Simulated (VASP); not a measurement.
# Ga3As3CO in VASP: notebook

Ga3As3CO is run at these levels: PBE+D3(BJ); tasks: single point.

All numbers are computed with VASP 6.6.1; they aren't measurements. Logs are shortened: lines on timing, memory, paths and dates and some standing lists are left out, and cuts for length are marked.

### Step 1. The cell of the first run

The cell holds a slab with vacuum, 8 atoms: a = 4.014 Å, b = 5.676 Å, c = 23.335 Å, α = 90.00°, β = 90.00°, γ = 90.00°.

### Step 2. Single point, PBE+D3(BJ)

INCAR

```
SYSTEM = Ga3As3CO
ALGO = Normal
DIPOL = 0.5 0.5 0.323
EDIFF = 1E-7
ENCUT = 520
GGA = PE
IDIPOL = 3
ISIF = 2
ISMEAR = 0
IVDW = 12
LASPH = .TRUE.
LCHARG = .FALSE.
LDIPOL = .TRUE.
LREAL = .FALSE.
LWAVE = .FALSE.
NBANDS = 42
NELM = 60
PREC = Accurate
SIGMA = 0.05
```

KPOINTS

```
k-points
0
G
  7 5 1
  0 0 0
```

POSCAR

```
Ga3As3CO
1.0
    4.0137031111      0.0000000000      0.0000000000
    0.0000000000      5.6762333751      0.0000000000
    0.0000000000      0.0000000000     23.3352699083
Ga As O C
3 3 1 1
Direct
    0.5000000000      0.5000000000      0.1714143447
    0.0000000000      0.0653835255      0.2680035048
    0.5000000000      0.4894639609      0.3228546357
    0.0000000000      0.2500000000      0.1714143447
    0.5000000000      0.8102208698      0.2504948966
    0.0000000000      0.2887573198      0.3593388866
    0.5000000000      0.2887573198      0.4964703624
    0.5000000000      0.2887573198      0.5457519865
```

Potentials or basis: VASP PAW PBE potentials, release 64 (Ga_d, As, O, C).

Launch:

```bash
cat potpaw_PBE.64/Ga_d/POTCAR potpaw_PBE.64/As/POTCAR potpaw_PBE.64/O/POTCAR potpaw_PBE.64/C/POTCAR > POTCAR
mpirun -np 1 vasp_std > vasp.out
```

OUTCAR:

```text
SYSTEM = Ga3As3CO
   EDIFF = 1E-7
   ENCUT = 520
   GGA = PE
   ISIF = 2
   ISMEAR = 0
   IVDW = 12
   LASPH = .TRUE.
   LREAL = .FALSE.
   NELM = 60
   PREC = Accurate
 IVDW          = 12

 ion  position               nearest neighbor table
   1  0.500  0.500  0.171-   4 2.46   4 2.46   5 2.55
   2  0.000  0.065  0.268-   6 2.48   4 2.49   5 2.51   5 2.51
   3  0.500  0.489  0.323-   6 2.46   6 2.46   5 2.48
   4  0.000  0.250  0.171-   1 2.46   1 2.46   2 2.49
   5  0.500  0.810  0.250-   3 2.48   2 2.51   2 2.51   1 2.55
   6  0.000  0.289  0.359-   3 2.46   3 2.46   2 2.48
   7  0.500  0.289  0.496-   8 1.15
   8  0.500  0.289  0.546-   7 1.15

  LATTYP: Found a simple orthorhombic cell.
 ALAT       =     4.0137031111
 B/A-ratio  =     1.4142135624
 C/A-ratio  =     5.8139003465

  Lattice vectors:

 A1 = (   4.0137031111,   0.0000000000,   0.0000000000)
 A2 = (   0.0000000000,   5.6762333751,   0.0000000000)
 A3 = (   0.0000000000,   0.0000000000,  23.3352699083)

Analysis of symmetry for initial positions (statically):
=====================================================================
 Subroutine PRICEL returns:
 Original cell was already a primitive cell.

 Routine SETGRP: Setting up the symmetry group for a
 simple orthorhombic supercell.

 Subroutine GETGRP returns: Found  2 space group operations
 (whereof  2 operations were pure point group operations)
 out of a pool of  8 trial point group operations.

The static configuration has the point symmetry C_1h.

Analysis of symmetry for dynamics (positions and initial velocities):
=====================================================================
 Subroutine PRICEL returns:
 Original cell was already a primitive cell.

 Routine SETGRP: Setting up the symmetry group for a
 simple orthorhombic supercell.

 Subroutine GETGRP returns: Found  2 space group operations
 (whereof  2 operations were pure point group operations)
 out of a pool of  8 trial point group operations.

The dynamic configuration has the point symmetry C_1h.

 Subroutine INISYM returns: Found  2 space group operations
 (whereof  2 operations are pure point group operations),
 and found     1 'primitive' translations

----------------------------------------------------------------------------------------

                                     Primitive cell

  volume of cell :     531.6408

  direct lattice vectors                    reciprocal lattice vectors
     4.013703111  0.000000000  0.000000000     0.249146480  0.000000000  0.000000000
     0.000000000  5.676233375  0.000000000     0.000000000  0.176173165  0.000000000
     0.000000000  0.000000000 23.335269908     0.000000000  0.000000000  0.042853586

  length of vectors
     4.013703111  5.676233375 23.335269908     0.249146480  0.176173165  0.042853586

  position of ions in fractional coordinates (direct lattice)
     0.500000000  0.500000000  0.171414345
     0.000000000  0.065383526  0.268003505
     0.500000000  0.489463961  0.322854636
     0.000000000  0.250000000  0.171414345
     0.500000000  0.810220870  0.250494897
     0.000000000  0.288757320  0.359338887
     0.500000000  0.288757320  0.496470362
     0.500000000  0.288757320  0.545751987

  ion indices of the primitive-cell ions
   primitive index   ion index
                 1           1
                 2           2
                 3           3
                 4           4
                 5           5
                 6           6
                 7           7
                 8           8

----------------------------------------------------------------------------------------

 KPOINTS: k-points

Automatic generation of k-mesh.
 Grid dimensions read from file:
 generate k-points for:    7    5    1

 Generating k-lattice:

  Cartesian coordinates                     Fractional coordinates (reciprocal lattice)
     0.035592354  0.000000000  0.000000000     0.142857143  0.000000000  0.000000000
     0.000000000  0.035234633  0.000000000     0.000000000  0.200000000  0.000000000
     0.000000000  0.000000000  0.042853586     0.000000000  0.000000000  1.000000000

  Length of vectors
     0.035592354  0.035234633  0.042853586

  Shift w.r.t. Gamma in fractional coordinates (k-lattice)
     0.000000000  0.000000000  0.000000000

 Subroutine IBZKPT returns following result:
 ===========================================

 Found     12 irreducible k-points:

 Following reciprocal coordinates:
            Coordinates               Weight
  0.000000  0.000000  0.000000      1.000000
  0.142857  0.000000  0.000000      2.000000
  0.285714  0.000000  0.000000      2.000000
  0.428571  0.000000  0.000000      2.000000
  0.000000  0.200000  0.000000      2.000000
  0.142857  0.200000  0.000000      4.000000
  0.285714  0.200000  0.000000      4.000000
  0.428571  0.200000  0.000000      4.000000
  0.000000  0.400000  0.000000      2.000000
  0.142857  0.400000  0.000000      4.000000
  0.285714  0.400000  0.000000      4.000000
  0.428571  0.400000  0.000000      4.000000
   k-points           NKPTS =     12   k-points in BZ     NKDIM =     12   number of bands    NBANDS=     42
   number of dos      NEDOS =    301   number of ions     NIONS =      8
   total plane-waves  NPLWV = 226800
   dimension x,y,z NGX =    30 NGY =   42 NGZ =  180
   dimension x,y,z NGXF=    60 NGYF=   84 NGZF=  360
   ions per type =               3   3   1   1
   NGX,Y,Z   is equivalent  to a cutoff of  12.43, 12.30, 12.82 a.u.
   NGXF,Y,Z  is equivalent  to a cutoff of  24.85, 24.60, 25.65 a.u.
 SYSTEM =  Ga3As3CO
   PREC   = accura    normal or accurate (medium, high low for compatibility)
   ISTART =      0    job   : 0-new  1-cont  2-samecut
   ICHARG =      2    charge: 1-file 2-atom 10-const
   ISPIN  =      1    spin polarized calculation?
   LNONCOLLINEAR =      F non collinear calculations
   LSORBIT =      F    spin-orbit coupling
   LASPH  =      T    aspherical Exc in radial PAW
   ENCUT  =  520.0 eV  38.22 Ry    6.18 a.u.   7.46 10.55 43.39*2*pi/ulx,y,z
   NELM   =     60;   NELMIN=  2; NELMDL= -5     # of ELM steps
   EDIFF  = 0.1E-06   stopping-criterion for ELM
   LREAL  =      F    real-space projection
   EDIFFG = 0.1E-05   stopping-criterion for IOM
   NSW    =      0    number of steps for IOM
   IBRION =     -1    ionic relax: 0-MD 1-quasi-New 2-CG
   NFREE  =      0    steps in history (QN), initial steepest desc. (CG)
   ISIF   =      2    stress and relaxation
   ISYM   =      2    0-nonsym 1-usesym 2-fastsym
   POTIM  = 0.5000    time-step for ionic-motion
   TEBEG  =    0.0;   TEEND  =   0.0 temperature during run
   PSTRESS=    0.0 pullay stress
   NELECT =      64.0000    total number of electrons
   NUPDOWN=      -1.0000    fix difference up-down
   EMIN   =  10.00;   EMAX   =-10.00  energy-range for DOS
   EFERMI =   0.00;   METHOD = LEGACY
   ISMEAR =     0;   SIGMA  =   0.05  broadening in eV -4-tet -1-fermi 0-gaus
   EFERMI_NEDOS =   21; number of points for ismear=-14 and -15
   IALGO  =     38    algorithm
   IMIX   =      4    mixing-type and parameters
     AMIX     =   0.40;   BMIX     =  1.00
     AMIX_MAG =   1.60;   BMIX_MAG =  1.00
  volume/ion in A,a.u.               =      66.46       448.46
  Fermi-wavevector in a.u.,A,eV,Ry     =   0.808342  1.527546  8.890285  0.653418
  Thomas-Fermi vector in A             =   1.917130
   LORBIT       =      0    0 simple, 1 ext, 2 COOP (PROOUT), +10 PAW based schemes
   GGA     = PE    functional components
   LHFCALC =     F    Hartree Fock is set to
   AEXX    =    0.0000 exact exchange contribution
   IVDW    =    12    specifies the selected vdW correction
   LEPSILON=     F    determine dielectric tensor
   LRPA    =     F    only Hartree local field effects (RPA)
 non-spin polarized calculation
 Gauss-broadening in eV      SIGMA  =   0.05
  energy-cutoff  :      520.00
  volume of cell :      531.64
 maximum number of plane-waves:     14367
 NGX is ok and might be reduce to    30
   NGX = 15   NGY = 21   NGZ = 87

 dipolmoment           0.000000      0.000000     -0.003234 electrons x Angstroem

 number of electron      64.0000018 magnetization

 dipolmoment           0.000000      0.000000      0.055175 electrons x Angstroem

 Free energy of the ion-electron system (eV)
  ---------------------------------------------------
  ext. energy  EPLUGINS =         0.00000000
  ---------------------------------------------------
  free energy    TOTEN  =       -37.53790507 eV

  energy without entropy =      -37.53790507  energy(sigma->0) =      -37.53790507

 E-fermi :  -2.0801     XC(G=0):  -3.7968

 val. band max:       -2.2790327417   @ k =   0.0000   0.0000   0.0000
 cond. band min:      -1.8767698504   @ k =   0.4286   0.0000   0.0000
 fundamental gap:      0.4022628912
 Fermi energy:        -2.0801091665

 k-point     1 :       0.0000    0.0000    0.0000
  band No.  band energies     occupation
      1     -26.7107      2.00000
      2     -17.2567      2.00000
      3     -17.1991      2.00000
      4     -17.1835      2.00000
      5     -17.1583      2.00000
      6     -17.1348      2.00000
[... 34 lines left out ...]
     41       2.1593      0.00000
     42       2.2097      0.00000

 k-point     2 :       0.1429    0.0000    0.0000
  band No.  band energies     occupation
      1     -26.7091      2.00000
      2     -17.2536      2.00000
      3     -17.1962      2.00000
      4     -17.1829      2.00000
      5     -17.1577      2.00000
      6     -17.1374      2.00000
[... 439 lines left out ...]
     41       2.7177      0.00000
     42       3.1268      0.00000

 k-point    12 :       0.4286    0.4000    0.0000
  band No.  band energies     occupation
      1     -26.7022      2.00000
      2     -17.2382      2.00000
      3     -17.1827      2.00000
      4     -17.1782      2.00000
      5     -17.1594      2.00000
      6     -17.1527      2.00000
[... 34 lines left out ...]
     41       2.7152      0.00000
     42       3.0509      0.00000

------------------------ aborting loop because EDIFF is reached ----------------------------------------

 vacuum level on the upper side and lower side of the slab       (xc-potential included)         0.181        -0.239

 Edisp (eV)   -1.26581

 E8    (eV) :    -0.5746

  FORCE on cell =-STRESS in cart. coord.  units (eV):
  Direction    XX          YY          ZZ          XY          YZ          ZX
  --------------------------------------------------------------------------------------
  -------------------------------------------------------------------------------------
  Total      -2.03378    -2.65562    -0.74900     0.00000    -0.02487     0.00000
  in kB      -6.12911    -8.00309    -2.25721     0.00000    -0.07495     0.00000
  external pressure =       -5.46 kB  Pullay stress =        0.00 kB

 VOLUME and BASIS-vectors are now :
 -----------------------------------------------------------------------------
  energy-cutoff  :      520.00
  volume of cell :      531.64
      direct lattice vectors                 reciprocal lattice vectors
     4.013703111  0.000000000  0.000000000     0.249146480  0.000000000  0.000000000
     0.000000000  5.676233375  0.000000000     0.000000000  0.176173165  0.000000000
     0.000000000  0.000000000 23.335269908     0.000000000  0.000000000  0.042853586

 POSITION                                       TOTAL-FORCE (eV/Angst)
 -----------------------------------------------------------------------------------
      2.00685      2.83812      4.00000         0.000000     -0.313899      1.029315
      0.00000      0.37113      6.25393         0.000000      0.001107      0.014665
      2.00685      2.77831      7.53390         0.000000     -0.009423      0.004027
      0.00000      1.41906      4.00000         0.000000      0.317493     -1.066017
      2.00685      4.59900      5.84537         0.000000      0.010062     -0.011101
      0.00000      1.63905      8.38527         0.000000     -0.009901      0.029619
      2.00685      1.63905     11.58527         0.000000      0.007726      0.724651
      2.00685      1.63905     12.73527         0.000000     -0.003165     -0.725159
 -----------------------------------------------------------------------------------
    total drift:                                0.000000     -0.001266      0.000300

  FREE ENERGIE OF THE ION-ELECTRON SYSTEM (eV)
  ---------------------------------------------------
  free  energy   TOTEN  =       -38.8037105643 eV

  energy  without entropy=      -38.8037105640  energy(sigma->0) =      -38.80371056

 vacuum level on the upper side and lower side of the slab         2.785         2.346
```

It took 4.7 min on 1 thread of AMD EPYC 9R45 (Zen 5), shared host; peak memory 0.64 GiB.

Results:

* Free energy: -38.8037 eV
* Largest force: 1.112 eV/Å
* Band gap on the k mesh: 0.40 eV (least direct gap 0.75 eV)
* Dispersion energy per atom: -0.158 eV

Forces on the atoms (eV/Å):
```
Ga   0.000 -0.314  1.029
Ga   0.000  0.001  0.015
Ga   0.000 -0.009  0.004
As   0.000  0.317 -1.066
As   0.000  0.010 -0.011
As   0.000 -0.010  0.030
O    0.000  0.008  0.725
C    0.000 -0.003 -0.725
```

### Step 3. Single point, PBE+D3(BJ)

INCAR

```
ALGO = Normal ; DIPOL = 0.5 0.5 0.323
EDIFF = 1E-6 ; ENCUT = 520
GGA = PE ; GGA_COMPAT = F
IDIPOL = 3 ; ISIF = 2
ISMEAR = 0 ; IVDW = 12
LASPH = T ; LCHARG = F
LDIPOL = T ; LREAL = F
LWAVE = F ; NBANDS = 57
NELM = 120 ; NELMDL = -8
PREC = Accurate ; SIGMA = 0.05
```

KPOINTS

```
k-points
0
Gamma
  7 5 1
```

POSCAR: that of step 2 with these lines changed.

```diff
@@ -14,3 +14,3 @@
     0.0000000000      0.2887573198      0.3593388866
-    0.5000000000      0.2887573198      0.4964703624
-    0.5000000000      0.2887573198      0.5457519865
+    0.0000000000      0.6220906532      0.4964703624
+    0.0000000000      0.6220906532      0.5457519865
```

Potentials or basis: VASP PAW PBE potentials, release 64 (Ga_d, As_d, O, C).

Launch:

```bash
cat potpaw_PBE.64/Ga_d/POTCAR potpaw_PBE.64/As_d/POTCAR potpaw_PBE.64/O/POTCAR potpaw_PBE.64/C/POTCAR > POTCAR
mpirun -np 1 vasp_std > vasp.out
```

Run time: 11 min. Hardware: 1 thread of Intel Xeon Platinum 8259CL at 2.50GHz (Skylake/Cascade Lake), shared host; peak memory 0.73 GiB.

Results (log left out):

```yaml
Free_energy: -38.8498 eV
Largest_force: 1.103 eV/Å
Band_gap_on_the_k_mesh: 0.40 eV (least direct gap 0.75 eV)
Dispersion_energy_per_atom: -0.158 eV
```

Forces in eV/Å, atoms in the order of the input:
```
Ga   0.000 -0.322  1.037
Ga   0.000 -0.002  0.020
Ga   0.000  0.000  0.016
As   0.000  0.324 -1.055
As   0.000  0.002 -0.012
As   0.000 -0.016  0.009
O    0.000  0.020  0.709
C    0.000 -0.006 -0.724
```

Levels at points of the mesh, in eV from the valence-band top:
| k point | band 45 | band 46 | band 47 | band 48 | band 49 | band 50 |
| --- | --- | --- | --- | --- | --- | --- |
| (0.00, 0.00, 0.00) | -0.89 | -0.85 | 0.00 | 0.75 | 1.61 | 2.29 |

(Continued in part 2 of 2.)
